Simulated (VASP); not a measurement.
# NaCl (Fm-3m) in VASP: a series of runs

Aim: see how the results for NaCl move with the level of theory and the settings. Levels: r2SCAN, PBE. Tasks: dielectric tensor, G0W0 quasiparticle levels.

Everything below comes from runs of VASP 6.6.1. Logs are shortened: lines on timing, memory, paths and dates and some standing lists are left out, and cuts for length are marked.

## (1) The cell of the first run

It takes space group Fm-3m (No. 225, cubic). The conventional cell has a = 5.493 Å, b = 5.493 Å, c = 5.493 Å, α = 90.00°, β = 90.00°, γ = 90.00°. Within 3.6 Å of Na (site symmetry m-3m) lie 6 Cl at 2.75 Å. Cl (site symmetry m-3m) has 6 Na at 2.75 Å within 3.6 Å.

## (2) Dielectric tensor, r2SCAN (strain -2.0%)

The input, INCAR:

```
SYSTEM = NaCl
ALGO = Normal
EDIFF = 1E-8
ENCUT = 520
ISIF = 2
ISMEAR = 0
LASPH = .True.
LCALCEPS = .True.
LCHARG = .False.
LMIXTAU = .True.
LREAL = .False.
LWAVE = .False.
METAGGA = R2SCAN
NELM = 100
PREC = Accurate
SIGMA = 0.01
```

The input, KPOINTS:

```
k-points
0
Gamma
  6 6 6
  0 0 0
```

The input, POSCAR:

```
NaCl
1.0
    0.0000000000      2.7466448489      2.7466448489
    2.7466448489      0.0000000000      2.7466448489
    2.7466448489      2.7466448489      0.0000000000
Na Cl
1 1
Direct
    0.0000000000      0.0000000000      0.0000000000
    0.5000000000      0.5000000000      0.5000000000
```

Potentials or basis: VASP PAW PBE potentials, release 64 (Na_pv, Cl).

Run with:

```
cat potpaw_PBE.64/Na_pv/POTCAR potpaw_PBE.64/Cl/POTCAR > POTCAR
mpirun -np 1 vasp_std > vasp.out
```

OUTCAR:

```text
SYSTEM = NaCl
   EDIFF = 1E-8
   ENCUT = 520
   ISIF = 2
   ISMEAR = 0
   LASPH = .True.
   LREAL = .False.
   METAGGA = R2SCAN
   NELM = 100
   PREC = Accurate

 ion  position               nearest neighbor table
   1  0.000  0.000  0.000-
   2  0.500  0.500  0.500-

  LATTYP: Found a face centered cubic cell.
 ALAT       =     5.4932896978

  Lattice vectors:

 A1 = (   0.0000000000,   2.7466448489,   2.7466448489)
 A2 = (   2.7466448489,   0.0000000000,   2.7466448489)
 A3 = (   2.7466448489,   2.7466448489,   0.0000000000)

Analysis of symmetry for initial positions (statically):
=====================================================================
 Subroutine PRICEL returns:
 Original cell was already a primitive cell.

 Routine SETGRP: Setting up the symmetry group for a
 face centered cubic supercell.

 Subroutine GETGRP returns: Found 48 space group operations
 (whereof 48 operations were pure point group operations)
 out of a pool of 48 trial point group operations.

The static configuration has the point symmetry O_h .

Analysis of symmetry for dynamics (positions and initial velocities):
=====================================================================
 Subroutine PRICEL returns:
 Original cell was already a primitive cell.

 Routine SETGRP: Setting up the symmetry group for a
 face centered cubic supercell.

 Subroutine GETGRP returns: Found 48 space group operations
 (whereof 48 operations were pure point group operations)
 out of a pool of 48 trial point group operations.

The dynamic configuration has the point symmetry O_h .

 Subroutine INISYM returns: Found 48 space group operations
 (whereof 48 operations are pure point group operations),
 and found     1 'primitive' translations

----------------------------------------------------------------------------------------

                                     Primitive cell

  volume of cell :      41.4417

  direct lattice vectors                    reciprocal lattice vectors
     0.000000000  2.746644849  2.746644849    -0.182040281  0.182040281  0.182040281
     2.746644849  0.000000000  2.746644849     0.182040281 -0.182040281  0.182040281
     2.746644849  2.746644849  0.000000000     0.182040281  0.182040281 -0.182040281

  length of vectors
     3.884342396  3.884342396  3.884342396     0.315303016  0.315303016  0.315303016

  position of ions in fractional coordinates (direct lattice)
     0.000000000  0.000000000  0.000000000
     0.500000000  0.500000000  0.500000000

  ion indices of the primitive-cell ions
   primitive index   ion index
                 1           1
                 2           2

----------------------------------------------------------------------------------------

 KPOINTS: k-points

Automatic generation of k-mesh.
 Grid dimensions read from file:
 generate k-points for:    6    6    6

 Generating k-lattice:

  Cartesian coordinates                     Fractional coordinates (reciprocal lattice)
    -0.030340047  0.030340047  0.030340047     0.166666667  0.000000000  0.000000000
     0.030340047 -0.030340047  0.030340047     0.000000000  0.166666667  0.000000000
     0.030340047  0.030340047 -0.030340047     0.000000000  0.000000000  0.166666667

  Length of vectors
     0.052550503  0.052550503  0.052550503

  Shift w.r.t. Gamma in fractional coordinates (k-lattice)
     0.000000000  0.000000000  0.000000000

 Subroutine IBZKPT returns following result:
 ===========================================

 Found     16 irreducible k-points:

 Following reciprocal coordinates:
            Coordinates               Weight
  0.000000  0.000000  0.000000      1.000000
  0.166667  0.000000  0.000000      8.000000
  0.333333  0.000000  0.000000      8.000000
  0.500000  0.000000  0.000000      4.000000
  0.166667  0.166667  0.000000      6.000000
  0.333333  0.166667  0.000000     24.000000
[... 8 lines left out ...]
 -0.333333  0.333333  0.166667     24.000000
 -0.333333  0.500000  0.166667     12.000000
   k-points           NKPTS =     16   k-points in BZ     NKDIM =     16   number of bands    NBANDS=     11
   number of dos      NEDOS =    301   number of ions     NIONS =      2
   total plane-waves  NPLWV =  27000
   dimension x,y,z NGX =    30 NGY =   30 NGZ =   30
   dimension x,y,z NGXF=    60 NGYF=   60 NGZF=   60
   ions per type =               1   1
   NGX,Y,Z   is equivalent  to a cutoff of  12.84, 12.84, 12.84 a.u.
   NGXF,Y,Z  is equivalent  to a cutoff of  25.68, 25.68, 25.68 a.u.
 SYSTEM =  NaCl
   PREC   = accura    normal or accurate (medium, high low for compatibility)
   ISTART =      0    job   : 0-new  1-cont  2-samecut
   ICHARG =      2    charge: 1-file 2-atom 10-const
   ISPIN  =      1    spin polarized calculation?
   LNONCOLLINEAR =      F non collinear calculations
   LSORBIT =      F    spin-orbit coupling
   LASPH  =      T    aspherical Exc in radial PAW
   ENCUT  =  520.0 eV  38.22 Ry    6.18 a.u.   7.22  7.22  7.22*2*pi/ulx,y,z
   NELM   =    100;   NELMIN=  2; NELMDL= -5     # of ELM steps
   EDIFF  = 0.1E-07   stopping-criterion for ELM
   LREAL  =      F    real-space projection
   EDIFFG = 0.1E-06   stopping-criterion for IOM
   NSW    =      0    number of steps for IOM
   IBRION =     -1    ionic relax: 0-MD 1-quasi-New 2-CG
   NFREE  =      0    steps in history (QN), initial steepest desc. (CG)
   ISIF   =      2    stress and relaxation
   ISYM   =      2    0-nonsym 1-usesym 2-fastsym
   POTIM  = 0.5000    time-step for ionic-motion
   TEBEG  =    0.0;   TEEND  =   0.0 temperature during run
   PSTRESS=    0.0 pullay stress
   NELECT =      14.0000    total number of electrons
   NUPDOWN=      -1.0000    fix difference up-down
   EMIN   =  10.00;   EMAX   =-10.00  energy-range for DOS
   EFERMI =   0.00;   METHOD = LEGACY
   ISMEAR =     0;   SIGMA  =   0.01  broadening in eV -4-tet -1-fermi 0-gaus
   EFERMI_NEDOS =   21; number of points for ismear=-14 and -15
   IALGO  =     38    algorithm
   IMIX   =      4    mixing-type and parameters
     AMIX     =   0.40;   BMIX     =  1.00
     AMIX_MAG =   1.60;   BMIX_MAG =  1.00
  volume/ion in A,a.u.               =      20.72       139.83
  Fermi-wavevector in a.u.,A,eV,Ry     =   1.140175  2.154619 17.687573  1.300000
  Thomas-Fermi vector in A             =   2.276878
   LORBIT       =      0    0 simple, 1 ext, 2 COOP (PROOUT), +10 PAW based schemes
   METAGGA = R2SCAN    functional components
   LHFCALC =     F    Hartree Fock is set to
   AEXX    =    0.0000 exact exchange contribution
   IVDW    =     0    specifies the selected vdW correction
   LEPSILON=     F    determine dielectric tensor
   LRPA    =     F    only Hartree local field effects (RPA)
   LRPA       =     F
 non-spin polarized calculation
 Gauss-broadening in eV      SIGMA  =   0.01
  energy-cutoff  :      520.00
  volume of cell :       41.44
 maximum number of plane-waves:      1139
 NGX is ok and might be reduce to    30
   NGX = 15   NGY = 15   NGZ = 15

 Total electronic dipole moment: p[elc]=(    -0.00000     0.00000     0.00000 ) |e| Angst

 Total electronic dipole moment: p[elc]=(    -0.00000    -0.00000    -0.00000 ) |e| Angst

 number of electron      14.0000004 magnetization

 Free energy of the ion-electron system (eV)
  ---------------------------------------------------
  ext. energy  EPLUGINS =         0.00000000
  ---------------------------------------------------
  free energy    TOTEN  =       -13.77777462 eV

  energy without entropy =      -13.77777462  energy(sigma->0) =      -13.77777462

 E-fermi :  -0.6129     XC(G=0):  -9.0181

 val. band max:       -0.6825612042   @ k =   0.0000   0.0000   0.0000
 cond. band min:   10000.0000000000   @ k =   0.0000   0.0000   0.0000
 fundamental gap:  10000.6825612042
 Fermi energy:        -0.6129193285

 k-point     1 :       0.0000    0.0000    0.0000
  band No.  band energies     occupation
      1     -22.0693      2.00000
      2     -22.0690      2.00000
      3     -22.0690      2.00000
      4     -14.1001      2.00000
      5      -0.6826      2.00000
      6      -0.6826      2.00000
      7      -0.6826      2.00000
      8   10000.0000      0.00000
      9   10000.0000      0.00000
     10   10000.0000      0.00000
     11   10000.0000      0.00000
[... 309 lines left out ...]
 k-point    24 :       0.0000    0.3333    0.1667
  band No.  band energies     occupation
      1     -22.0927      2.00000
      2     -22.0738      2.00000
      3     -22.0733      2.00000
      4     -13.8009      2.00000
      5      -2.1144      2.00000
      6      -1.0894      2.00000
      7      -1.0414      2.00000
      8   10000.0000      0.00000
      9   10000.0000      0.00000
     10   10000.0000      0.00000
     11   10000.0000      0.00000

 [... further k-points ...]

------------------------ aborting loop because EDIFF is reached ----------------------------------------

            Ionic dipole moment: p[ion]=(   -19.22651   -19.22651   -19.22651 ) |e| Angst

 Total electronic dipole moment: p[elc]=(     0.00000     0.00000     0.00335 ) |e| Angst

 MACROSCOPIC STATIC DIELECTRIC TENSOR (including local field effects)
 ------------------------------------------------------
           2.461981     0.000000    -0.000000
           0.000000     2.461981    -0.000000
           0.000000     0.000000     2.461981
 ------------------------------------------------------

 PIEZOELECTRIC TENSOR (including local field effects) (e Angst)
          XX          YY          ZZ          XY          YZ          ZX
  --------------------------------------------------------------------------------
  x     0.00000     0.00000     0.00000     0.00000     0.00000     0.00000
  y     0.00000     0.00000     0.00000     0.00000     0.00000     0.00000
  z     0.00000     0.00000     0.00000     0.00000     0.00000     0.00000

 PIEZOELECTRIC TENSOR (including local field effects) (C/m^2)
          XX          YY          ZZ          XY          YZ          ZX
  --------------------------------------------------------------------------------
  x     0.00000     0.00000     0.00000     0.00000     0.00000     0.00000
  y     0.00000     0.00000     0.00000     0.00000     0.00000     0.00000
  z     0.00000     0.00000     0.00000     0.00000     0.00000     0.00000

 BORN EFFECTIVE CHARGES (including local field effects) (in |e|, cummulative output)
 ---------------------------------------------------------------------------------
 ion    1
    1     1.04416     0.00000     0.00000
    2    -0.00000     1.04416     0.00000
    3    -0.00000    -0.00000     1.04416
 ion    2
    1    -1.04416    -0.00000    -0.00000
    2     0.00000    -1.04416     0.00000
    3     0.00000     0.00000    -1.04416

  FORCE on cell =-STRESS in cart. coord.  units (eV):
  Direction    XX          YY          ZZ          XY          YZ          ZX
  --------------------------------------------------------------------------------------
  -------------------------------------------------------------------------------------
  Total        0.4345368      0.4345368      0.4345368     -0.0000000      0.0000000     -0.0000000
  in kB       16.7996279     16.7996279     16.7996279     -0.0000000      0.0000000     -0.0000000
  external PRESSURE =      16.7996279 kB  Pullay stress =       0.0000000 kB

 VOLUME and BASIS-vectors are now :
 -----------------------------------------------------------------------------
  energy-cutoff  :      520.00
  volume of cell :       41.44
      direct lattice vectors                 reciprocal lattice vectors
     0.000000000  2.746644849  2.746644849    -0.182040281  0.182040281  0.182040281
     2.746644849  0.000000000  2.746644849     0.182040281 -0.182040281  0.182040281
     2.746644849  2.746644849  0.000000000     0.182040281  0.182040281 -0.182040281

 POSITION                                       TOTAL-FORCE (eV/Angst)
 -----------------------------------------------------------------------------------
      0.00000      0.00000      0.00000         0.000000      0.000000      0.000000
      2.74664      2.74664      2.74664        -0.000000     -0.000000     -0.000000
 -----------------------------------------------------------------------------------
    total drift:                               -0.000000      0.000000      0.000000

  FREE ENERGIE OF THE ION-ELECTRON SYSTEM (eV)
  ---------------------------------------------------
  free  energy   TOTEN  =       -13.7777746180 eV

  energy  without entropy=      -13.7777746180  energy(sigma->0) =      -13.77777462
```

It took 27 min on 1 thread of Intel Xeon Platinum 8488C (Sapphire Rapids), shared host; peak memory 0.27 GiB.

Results:

- Band gap on the k mesh: 6.27 eV
- Electronic dielectric tensor (diagonal): 2.46
- Born charges (mean of the diagonal): Na +1.04; Cl -1.04 e

Electronic dielectric tensor:
```
2.46 0.00 0.00
0.00 2.46 0.00
0.00 0.00 2.46
```

Born effective charge tensors (e):
atom 1, Na
```
1.04 0.00 0.00
0.00 1.04 0.00
0.00 0.00 1.04
```
atom 2, Cl
```
-1.04  0.00  0.00
 0.00 -1.04  0.00
 0.00  0.00 -1.04
```

Dipole moments of the cell (e·Å, modulo the quantum): ionic -19.227, -19.227, -19.227; electronic 0.000, 0.000, 0.003

Caveat: the cell differs from its parent crystal (strain -2.0%); the PAW data sets were made with another functional, which shifts forces and pressure a little.

## (3) Dielectric tensor, r2SCAN (strain +1.0%)

The input, INCAR:

```
ALGO = Normal
EDIFF = 1E-8
ENCUT = 520
ISIF = 2
ISMEAR = 0
LASPH = T
LCALCEPS = T
LCHARG = F
LMIXTAU = T
LREAL = F
LWAVE = F
METAGGA = R2SCAN
NELM = 80
PREC = Accurate
SIGMA = 0.01
```

The input, KPOINTS:

```
k-points
0
Gamma
  6 6 6
```

The input, POSCAR:

```
NaCl
1.0
    0.0000000000      2.8307258136      2.8307258136
    2.8307258136      0.0000000000      2.8307258136
    2.8307258136      2.8307258136      0.0000000000
Na Cl
1 1
Direct
    0.0000000000      0.0000000000      0.0000000000
    0.5000000000      0.5000000000      0.5000000000
```

Potentials or basis: VASP PAW PBE potentials, release 64 (Na_pv, Cl).

Run with:

```
cat potpaw_PBE.64/Na_pv/POTCAR potpaw_PBE.64/Cl/POTCAR > POTCAR
mpirun -np 1 vasp_std > vasp.out
```

OUTCAR:

```text
EDIFF = 1E-8
   ENCUT = 520
   ISIF = 2
   ISMEAR = 0
   LASPH = T
   LREAL = F
   METAGGA = R2SCAN
   NELM = 80
   PREC = Accurate

 ion  position               nearest neighbor table
   1  0.000  0.000  0.000-
   2  0.500  0.500  0.500-

  LATTYP: Found a face centered cubic cell.
 ALAT       =     5.6614516272

  Lattice vectors:

 A1 = (   0.0000000000,   2.8307258136,   2.8307258136)
 A2 = (   2.8307258136,   0.0000000000,   2.8307258136)
[... 550 lines left out ...]
    3     0.00000     0.00000     1.07126
 ion    2
    1    -1.07126    -0.00000     0.00000
    2     0.00000    -1.07126     0.00000
    3    -0.00000     0.00000    -1.07126

  FORCE on cell =-STRESS in cart. coord.  units (eV):
  Direction    XX          YY          ZZ          XY          YZ          ZX
  --------------------------------------------------------------------------------------
  -------------------------------------------------------------------------------------
  Total       -0.2735227     -0.2735227     -0.2735227      0.0000000     -0.0000000      0.0000000
  in kB       -9.6600750     -9.6600750     -9.6600750      0.0000000     -0.0000000      0.0000000
  external PRESSURE =      -9.6600750 kB  Pullay stress =       0.0000000 kB

 VOLUME and BASIS-vectors are now :
 -----------------------------------------------------------------------------
  energy-cutoff  :      520.00
  volume of cell :       45.37
      direct lattice vectors                 reciprocal lattice vectors
     0.000000000  2.830725814  2.830725814    -0.176633144  0.176633144  0.176633144
     2.830725814  0.000000000  2.830725814     0.176633144 -0.176633144  0.176633144
     2.830725814  2.830725814  0.000000000     0.176633144  0.176633144 -0.176633144

 POSITION                                       TOTAL-FORCE (eV/Angst)
 -----------------------------------------------------------------------------------
      0.00000      0.00000      0.00000         0.000000      0.000000      0.000000
      2.83073      2.83073      2.83073         0.000000     -0.000000     -0.000000
 -----------------------------------------------------------------------------------
    total drift:                               -0.000000      0.000000      0.000000

  FREE ENERGIE OF THE ION-ELECTRON SYSTEM (eV)
  ---------------------------------------------------
  free  energy   TOTEN  =       -13.7854347682 eV

  energy  without entropy=      -13.7854347682  energy(sigma->0) =      -13.78543477
```

stdout:

```text
POSCAR found type information on POSCAR NaCl
 POSCAR found :  2 types and       2 ions
 scaLAPACK will be used
 -----------------------------------------------------------------------------
[... 93 lines left out ...]
dp_tot=(  0.262E-06  0.267E-06  0.347E-02 )  diag[e(oo)]=(    ---      ---    2.38366 )
 p_tot=( -0.198E+02 -0.198E+02 -0.198E+02 )
dp_tot=(  0.275E-06  0.280E-06  0.349E-02 )  diag[e(oo)]=(    ---      ---    2.39025 )
 p_tot=( -0.198E+02 -0.198E+02 -0.198E+02 )
dp_tot=(  0.282E-06  0.287E-06  0.348E-02 )  diag[e(oo)]=(    ---      ---    2.38808 )
 final diagonalization full
 p_tot=( -0.198E+02 -0.198E+02 -0.198E+02 )
dp_tot=(  0.283E-06  0.288E-06  0.347E-02 )  diag[e(oo)]=(    ---      ---    2.38370 )
```

Wall time 22 min (1 thread of Intel Xeon Platinum 8488C (Sapphire Rapids), shared host); peak memory 0.3 GiB.

What came out:

```yaml
Band_gap_on_the_k_mesh: 5.87 eV
Electronic_dielectric_tensor_diagonal: 2.38
Born_charges_mean_of_the_diagonal: Na +1.07; Cl -1.07 e
```

Electronic dielectric tensor:
```
2.38 0.00 0.00
0.00 2.38 0.00
0.00 0.00 2.38
```

Born effective charge tensors (e):
atom 1, Na
```
1.07 0.00 0.00
0.00 1.07 0.00
0.00 0.00 1.07
```
atom 2, Cl
```
-1.07  0.00  0.00
 0.00 -1.07  0.00
 0.00  0.00 -1.07
```

Dipole moments of the cell (e·Å, modulo the quantum): ionic -19.815, -19.815, -19.815; electronic 0.000, 0.000, 0.003

Caveat: the cell differs from its parent crystal (strain +1.0%); the PAW data sets were made with another functional, which shifts forces and pressure a little.

(Part 1 of 2 ends here.)

The gap in the log of VASP goes by the Fermi energy; the results here count the filled bands.